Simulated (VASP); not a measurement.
# Te (P6/mmm) in VASP: notebook

The runs below take Te through relaxation of cell and atoms, single point, with PBE.

Everything below comes from runs of VASP 6.6.1. Logs are shortened: lines on timing, memory, paths and dates and some standing lists are left out, and cuts for length are marked.

### Step 1. The cell of the first run

The structure is hexagonal, space group P6/mmm (No. 191). The conventional cell has a = 7.086 Å, b = 7.086 Å, c = 5.263 Å, α = 90.00°, β = 90.00°, γ = 120.00°. Within 3.4 Å of Te (site symmetry mm2) lie 4 Te at 2.55 to 2.67 Å.

The cell was generated, and may not be a known phase.

### Step 2. Relaxation of cell and atoms, PBE

File INCAR:

```
PREC = Accurate
ENCUT = 600
EDIFF = 1E-6
ISMEAR = 0
SIGMA = 0.1
LREAL = False
LASPH = True
NELM = 60
ALGO = Normal
ISIF = 3
LWAVE = False
LCHARG = False
GGA = PE
IBRION = 2
NSW = 90
EDIFFG = -0.04
```

File KPOINTS:

```
Automatic mesh
0
Gamma
  3 3 4
```

File POSCAR:

```
Te
1.0
    7.0859268600      0.0000000000      0.0000000000
   -3.5429634300      6.1365926700      0.0000000000
    0.0000000000      0.0000000000      5.2627629900
Te
6
Direct
    0.2075318500      0.4150637100      0.0000000000
    0.5849362900      0.7924681500      0.0000000000
    0.2075318500      0.7924681500      0.0000000000
    0.7924681500      0.5849362900      0.0000000000
    0.4150637100      0.2075318500      0.0000000000
    0.7924681500      0.2075318500      0.0000000000
```

Potentials or basis: VASP PAW PBE potentials, release 64 (Te).

Command:

```
$ cat potpaw_PBE.64/Te/POTCAR > POTCAR
$ mpirun -np 1 vasp_std > vasp.out
```

OUTCAR:

```text
PREC = Accurate
   ENCUT = 600
   EDIFF = 1E-6
   ISMEAR = 0
   LREAL = False
   LASPH = True
   NELM = 60
   ISIF = 3
   GGA = PE
   IBRION = 2
   NSW = 90
   EDIFFG = -0.04

 ion  position               nearest neighbor table
   1  0.208  0.415  0.000-   6 2.55   5 2.55   2 2.67   3 2.67
   2  0.585  0.792  0.000-   6 2.55   4 2.55   1 2.67   3 2.67
   3  0.208  0.792  0.000-   5 2.55   4 2.55   1 2.67   2 2.67
   4  0.792  0.585  0.000-   3 2.55   2 2.55   5 2.67   6 2.67
   5  0.415  0.208  0.000-   3 2.55   1 2.55   4 2.67   6 2.67
   6  0.792  0.208  0.000-   2 2.55   1 2.55   4 2.67   5 2.67

  LATTYP: Found a hexagonal cell.
 ALAT       =     7.0859268600
 C/A-ratio  =     0.7427063663

  Lattice vectors:

 A1 = (   7.0859268600,   0.0000000000,   0.0000000000)
 A2 = (  -3.5429634300,   6.1365926700,   0.0000000000)
 A3 = (   0.0000000000,   0.0000000000,   5.2627629900)

Analysis of symmetry for initial positions (statically):
=====================================================================
 Subroutine PRICEL returns:
 Original cell was already a primitive cell.

 Routine SETGRP: Setting up the symmetry group for a
 hexagonal supercell.

 Subroutine GETGRP returns: Found 24 space group operations
 (whereof 24 operations were pure point group operations)
 out of a pool of 24 trial point group operations.

The static configuration has the point symmetry D_6h.

Analysis of symmetry for dynamics (positions and initial velocities):
=====================================================================
 Subroutine PRICEL returns:
 Original cell was already a primitive cell.

 Routine SETGRP: Setting up the symmetry group for a
 hexagonal supercell.

 Subroutine GETGRP returns: Found 24 space group operations
 (whereof 24 operations were pure point group operations)
 out of a pool of 24 trial point group operations.

The dynamic configuration has the point symmetry D_6h.

 Subroutine INISYM returns: Found 24 space group operations
 (whereof 24 operations are pure point group operations),
 and found     1 'primitive' translations

----------------------------------------------------------------------------------------

                                     Primitive cell

  volume of cell :     228.8431

  direct lattice vectors                    reciprocal lattice vectors
     7.085926860  0.000000000  0.000000000     0.141124798  0.081478440  0.000000000
    -3.542963430  6.136592670  0.000000000     0.000000000  0.162956881  0.000000000
     0.000000000  0.000000000  5.262762990     0.000000000  0.000000000  0.190014257

  length of vectors
     7.085926860  7.085926860  5.262762990     0.162956881  0.162956881  0.190014257

  position of ions in fractional coordinates (direct lattice)
     0.207531850  0.415063710  0.000000000
     0.584936290  0.792468150  0.000000000
     0.207531850  0.792468150  0.000000000
     0.792468150  0.584936290  0.000000000
     0.415063710  0.207531850  0.000000000
     0.792468150  0.207531850  0.000000000

  ion indices of the primitive-cell ions
   primitive index   ion index
                 1           1
                 2           2
                 3           3
                 4           4
                 5           5
                 6           6

----------------------------------------------------------------------------------------

 KPOINTS: Automatic mesh

Automatic generation of k-mesh.
 Grid dimensions read from file:
 generate k-points for:    3    3    4

 Generating k-lattice:

  Cartesian coordinates                     Fractional coordinates (reciprocal lattice)
     0.047041599  0.027159480  0.000000000     0.333333333  0.000000000  0.000000000
     0.000000000  0.054318960  0.000000000     0.000000000  0.333333333  0.000000000
     0.000000000  0.000000000  0.047503564     0.000000000  0.000000000  0.250000000

  Length of vectors
     0.054318960  0.054318960  0.047503564

  Shift w.r.t. Gamma in fractional coordinates (k-lattice)
     0.000000000  0.000000000  0.000000000

 Subroutine IBZKPT returns following result:
 ===========================================

 Found      9 irreducible k-points:

 Following reciprocal coordinates:
            Coordinates               Weight
  0.000000  0.000000  0.000000      1.000000
  0.333333  0.000000  0.000000      6.000000
  0.333333  0.333333  0.000000      2.000000
  0.000000  0.000000  0.250000      2.000000
  0.333333  0.000000  0.250000     12.000000
  0.333333  0.333333  0.250000      4.000000
  0.000000  0.000000  0.500000      1.000000
  0.333333  0.000000  0.500000      6.000000
  0.333333  0.333333  0.500000      2.000000
   k-points           NKPTS =      9   k-points in BZ     NKDIM =      9   number of bands    NBANDS=     22
   number of dos      NEDOS =    301   number of ions     NIONS =      6
   total plane-waves  NPLWV = 151200
   dimension x,y,z NGX =    60 NGY =   60 NGZ =   42
   dimension x,y,z NGXF=   120 NGYF=  120 NGZF=   84
   ions per type =               6
   NGX,Y,Z   is equivalent  to a cutoff of  14.08, 14.08, 13.27 a.u.
   NGXF,Y,Z  is equivalent  to a cutoff of  28.15, 28.15, 26.53 a.u.
 SYSTEM =  unknown system
   PREC   = accura    normal or accurate (medium, high low for compatibility)
   ISTART =      0    job   : 0-new  1-cont  2-samecut
   ICHARG =      2    charge: 1-file 2-atom 10-const
   ISPIN  =      1    spin polarized calculation?
   LNONCOLLINEAR =      F non collinear calculations
   LSORBIT =      F    spin-orbit coupling
   LASPH  =      T    aspherical Exc in radial PAW
   ENCUT  =  600.0 eV  44.10 Ry    6.64 a.u.  14.15 14.15 10.51*2*pi/ulx,y,z
   NELM   =     60;   NELMIN=  2; NELMDL= -5     # of ELM steps
   EDIFF  = 0.1E-05   stopping-criterion for ELM
   LREAL  =      F    real-space projection
   EDIFFG = -.4E-01   stopping-criterion for IOM
   NSW    =     90    number of steps for IOM
   IBRION =      2    ionic relax: 0-MD 1-quasi-New 2-CG
   NFREE  =      1    steps in history (QN), initial steepest desc. (CG)
   ISIF   =      3    stress and relaxation
   ISYM   =      2    0-nonsym 1-usesym 2-fastsym
   POTIM  = 0.5000    time-step for ionic-motion
   TEBEG  =    0.0;   TEEND  =   0.0 temperature during run
   PSTRESS=    0.0 pullay stress
   NELECT =      36.0000    total number of electrons
   NUPDOWN=      -1.0000    fix difference up-down
   EMIN   =  10.00;   EMAX   =-10.00  energy-range for DOS
   EFERMI =   0.00;   METHOD = LEGACY
   ISMEAR =     0;   SIGMA  =   0.10  broadening in eV -4-tet -1-fermi 0-gaus
   EFERMI_NEDOS =   21; number of points for ismear=-14 and -15
   IALGO  =     38    algorithm
   IMIX   =      4    mixing-type and parameters
     AMIX     =   0.40;   BMIX     =  1.00
     AMIX_MAG =   1.60;   BMIX_MAG =  1.00
  volume/ion in A,a.u.               =      38.14       257.38
  Fermi-wavevector in a.u.,A,eV,Ry     =   0.883751  1.670047 10.626357  0.781015
  Thomas-Fermi vector in A             =   2.004559
   LORBIT       =      0    0 simple, 1 ext, 2 COOP (PROOUT), +10 PAW based schemes
   GGA     = PE    functional components
   LHFCALC =     F    Hartree Fock is set to
   AEXX    =    0.0000 exact exchange contribution
   IVDW    =     0    specifies the selected vdW correction
   LEPSILON=     F    determine dielectric tensor
   LRPA    =     F    only Hartree local field effects (RPA)
 conjugate gradient relaxation of ions
 non-spin polarized calculation
 Gauss-broadening in eV      SIGMA  =   0.10
  energy-cutoff  :      600.00
  volume of cell :      228.84
 maximum number of plane-waves:      7659
 NGX is ok and might be reduce to    60
   NGX = 29   NGY = 29   NGZ = 21

--------------------------------------- Ionic step        1  -------------------------------------------

 number of electron      35.9999998 magnetization

 Free energy of the ion-electron system (eV)
  ---------------------------------------------------
  ext. energy  EPLUGINS =         0.00000000
  ---------------------------------------------------
  free energy    TOTEN  =        -9.43472859 eV

  energy without entropy =       -9.41750726  energy(sigma->0) =       -9.42611792

------------------------ aborting loop because EDIFF is reached ----------------------------------------

  FORCE on cell =-STRESS in cart. coord.  units (eV):
  Direction    XX          YY          ZZ          XY          YZ          ZX
  --------------------------------------------------------------------------------------
  -------------------------------------------------------------------------------------
  Total       61.3322951     61.3322951     -0.4006225      0.0000000      0.0000000      0.0000000
  in kB      429.3999847    429.3999847     -2.8048402      0.0000000      0.0000000      0.0000000
  external PRESSURE =     285.3317098 kB  Pullay stress =       0.0000000 kB
[... 25 lines left out ...]
  energy  without entropy=       -9.4175072629  energy(sigma->0) =       -9.42611792

--------------------------------------- Ionic step        2  -------------------------------------------

 number of electron      36.0000000 magnetization

 E-fermi :  -1.4354     XC(G=0):  -5.4718

 val. band max:       -1.4829158370   @ k =   0.3333   0.0000   0.0000
 cond. band min:      -1.4047455258   @ k =   0.3333   0.0000   0.0000
 fundamental gap:      0.0781703112
 Fermi energy:        -1.4354021807

 k-point     1 :       0.0000    0.0000    0.0000
  band No.  band energies     occupation
      1     -11.7082      2.00000
      2     -11.3496      2.00000
      3     -11.3496      2.00000
      4     -11.0245      2.00000
      5     -11.0181      2.00000
      6     -11.0181      2.00000
[... 287 lines left out ...]
  FREE ENERGIE OF THE ION-ELECTRON SYSTEM (eV)
  ---------------------------------------------------
  free  energy   TOTEN  =       -17.0338964271 eV

  energy  without entropy=      -17.0203681849  energy(sigma->0) =      -17.02713231

[... ionic steps 4 to 7 ...]

--------------------------------------- Ionic step        8  -------------------------------------------

 number of electron      35.9999999 magnetization

------------------------ aborting loop because EDIFF is reached ----------------------------------------

  FORCE on cell =-STRESS in cart. coord.  units (eV):
  Direction    XX          YY          ZZ          XY          YZ          ZX
  --------------------------------------------------------------------------------------
  -------------------------------------------------------------------------------------
  Total        0.4000701      0.4000701     -0.2210734      0.0000000     -0.0000000      0.0000000
  in kB        2.0881154      2.0881154     -1.1538646      0.0000000     -0.0000000      0.0000000
  external PRESSURE =       1.0074554 kB  Pullay stress =       0.0000000 kB
[... 65 lines left out ...]
  energy  without entropy=      -17.1863838786  energy(sigma->0) =      -17.19206370

--------------------------------------- Ionic step       10  -------------------------------------------

 number of electron      35.9999997 magnetization

 Free energy of the ion-electron system (eV)
  ---------------------------------------------------
  ext. energy  EPLUGINS =         0.00000000
  ---------------------------------------------------
  free energy    TOTEN  =       -17.20224765 eV

  energy without entropy =      -17.19038502  energy(sigma->0) =      -17.19631634

 E-fermi :   2.1638     XC(G=0):  -6.9755

 val. band max:        2.1403751708   @ k =   0.3333   0.0000   0.5000
 cond. band min:       2.2937714509   @ k =   0.0000   0.0000   0.0000
 fundamental gap:      0.1533962801
 Fermi energy:         2.1637952869

 k-point     1 :       0.0000    0.0000    0.0000
  band No.  band energies     occupation
      1     -10.9023      2.00000
      2      -9.2621      2.00000
      3      -9.2621      2.00000
      4      -8.3397      2.00000
      5      -8.1598      2.00000
      6      -8.1598      2.00000
[... 247 lines left out ...]
  FREE ENERGIE OF THE ION-ELECTRON SYSTEM (eV)
  ---------------------------------------------------
  free  energy   TOTEN  =       -17.2022476527 eV

  energy  without entropy=      -17.1903850197  energy(sigma->0) =      -17.19631634

 reached required accuracy - stopping structural energy minimisation
```

It took 4.1 min on 1 thread of AMD EPYC 9R45 (Zen 5), shared host; peak memory 0.38 GiB.

Results:

```
Free energy                           : -17.2022 eV
Relaxed volume                        : 50.97 Å³/atom
Relaxed cell                          : a = 8.239 Å, b = 8.239 Å, c = 5.202 Å, α = 90.00°, β = 90.00°, γ = 120.00°
Space group after relaxing (to 0.1 Å) : P6/mmm (No. 191)
Energy gained by relaxing             : 1294.6 meV/atom
Ionic steps                           : 10
Pressure after relaxing               : 0.0 GPa
Band gap on the k mesh                : zero (bands 18 and 19 overlap by 1.55 eV)
```

Step by step:
| step | energy change (eV) | largest force (eV/Å) | pressure (GPa) | volume (Å³) |
| --- | --- | --- | --- | --- |
| 1 | 0.0000 | 1.5485 | 28.53 | 228.84 |
| 2 | -0.7961 | 0.5698 | -3.97 | 508.55 |
| 3 | -7.5992 | 0.1615 | -1.87 | 326.12 |
| 4 | -7.7139 | 0.1302 | -1.06 | 317.53 |
| 5 | -7.7572 | 0.0991 | 0.05 | 307.89 |
| 6 | -7.7570 | 0.1039 | -0.17 | 309.59 |
| 7 | -7.7601 | 0.0784 | 0.05 | 307.42 |
| 8 | -7.7602 | 0.0726 | 0.10 | 306.97 |
| 9 | -7.7630 | 0.0535 | 0.07 | 306.68 |
| 10 | -7.7675 | 0.0020 | 0.01 | 305.82 |

Final structure:
```
Te
1.0
     8.23900    0.00000    0.00000
    -4.11950    7.13518    0.00000
     0.00000    0.00000    5.20216
Te
6
Direct
  0.20247 0.40493 0.00000
  0.59507 0.79753 0.00000
  0.20247 0.79753 0.00000
  0.79753 0.59507 0.00000
  0.40493 0.20247 0.00000
  0.79753 0.20247 0.00000
```

Caveat: the volume moved by over 15 % at a fixed basis, so the end points are rough; spin-orbit coupling is left out, which moves the levels of the heavy elements; this functional lacks dispersion, which binds layers or chains, so the pressure and a relaxed spacing across them are unreliable.

### Step 3. Single point, PBE

This run uses another cell than the first one, of 35.22 Å³/atom.

File INCAR:

```
ALGO = Normal
EDIFF = 1E-7
ENCUT = 520
GGA = PE
ISIF = 2
ISMEAR = 0
LASPH = T
LCHARG = T
LELF = T
LREAL = F
LVHAR = T
LWAVE = F
NBANDS = 27
NELM = 80
PREC = Accurate
SIGMA = 0.1
```

File KPOINTS:

```
k-points
0
Gamma
  6 6 12
```

File POSCAR:

```
Te
1.0
    8.7992178078      0.0000000000      0.0000000000
   -4.3996089039      7.6203461550      0.0000000000
    0.0000000000      0.0000000000      3.1514662830
Te
6
Direct
    0.2111241507      0.4222483015      0.0000000000
    0.5777516985      0.7888758493      0.0000000000
    0.2111241507      0.7888758493      0.0000000000
    0.7888758493      0.5777516985      0.0000000000
    0.4222483015      0.2111241507      0.0000000000
    0.7888758493      0.2111241507      0.0000000000
```

Potentials or basis: VASP PAW PBE potentials, release 64 (Te).

Command:

```
$ cat potpaw_PBE.64/Te/POTCAR > POTCAR
$ mpirun -np 1 vasp_std > vasp.out
```

Run time: 2.8 min. Hardware: 1 thread of AMD EPYC 9R45 (Zen 5), shared host; peak memory 0.41 GiB.

The run converged. Its results:

| Property | Result |
| --- | --- |
| Free energy | -18.1501 eV |
| Pressure | 0.0 GPa |
| Largest force | 0.003 eV/Å |
| Band gap on the k mesh | zero (bands 18 and 19 overlap by 3.64 eV) |

Forces on the atoms (eV/Å):
```
Te   0.000  0.003  0.000
Te  -0.003 -0.002  0.000
Te   0.003 -0.002  0.000
Te   0.000 -0.003  0.000
Te   0.003  0.002  0.000
Te  -0.003  0.002  0.000
```

Levels at points of the mesh, in eV from the Fermi level:
```csv
k point,band 16,band 17,band 18,band 19,band 20,band 21,band 22,band 23
"(0.00, 0.00, 0.00)",0.45,0.45,1.59,2.35,2.61,2.73,2.80,2.80
"(0.50, 0.00, 0.00)",0.33,0.83,1.33,1.88,2.12,2.73,2.78,3.43
"(0.00, 0.00, 0.50)",-2.07,-1.82,-1.82,-1.31,0.71,0.71,2.07,2.07
"(0.50, 0.00, 0.50)",-2.33,-1.82,-0.46,-0.24,0.53,1.17,1.94,2.39
```

Caveat: spin-orbit coupling is left out, which moves the levels of the heavy elements.

[end of part 1 of 2]

The gap in the log of VASP goes by the Fermi energy; the results here count the filled bands.